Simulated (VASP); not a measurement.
A run of VASP 6.6.1 is set up as follows.

INCAR

```
PREC = Accurate ; ENCUT = 520
EDIFF = 1E-6 ; ISMEAR = 0
SIGMA = 0.05 ; LREAL = False
LASPH = True ; NELM = 100
ALGO = Normal ; ISIF = 2
LWAVE = False ; LCHARG = True
GGA = PE ; LELF = True
LVHAR = True ; NBANDS = 16
```

File KPOINTS:

```
regular mesh
0
Gamma
  6 6 6
```

Contents of POSCAR:

```
BN
1.0
    0.0000000000     -1.8123937734     -1.8123937734
   -1.8123937734      0.0000000000     -1.8123937734
    1.8123937734      1.8123937734     -3.6247875468
B N
2 2
Direct
   -0.0283300608      0.0353353297      0.0000000000
    0.5283300608      0.4646646703      0.5000000000
    0.3460079983      0.4111609510      0.8750000000
    0.9039920017      0.8388390490      0.3750000000
```

Potentials or basis: VASP PAW PBE potentials, release 64 (B, N).

The run is started by

```console
$ cat potpaw_PBE.64/B/POTCAR potpaw_PBE.64/N/POTCAR > POTCAR
$ mpirun -np 1 vasp_std > vasp.out
```

Question: What does it give for the band gap on the k mesh?

Answer: 4.32 eV, indirect (least direct gap 6.27 eV).

Question: Predict the largest force.

Answer: 1.031 eV/Å.

Stress tensor (GPa, compression positive):
```
-1.30  0.74 -0.41
 0.74 -0.26 -0.22
-0.41 -0.22  1.52
```

Caveat: the k points lie up to 0.48 Å⁻¹ apart; the cell differs from its parent crystal (mode 4 frozen in at -0.068 Å and mode 5 at +0.051 Å (largest displacements)); forces of over 1 eV/Å act on the atoms, so gaps and moduli don't describe the material at rest. A k mesh can miss the band edges.
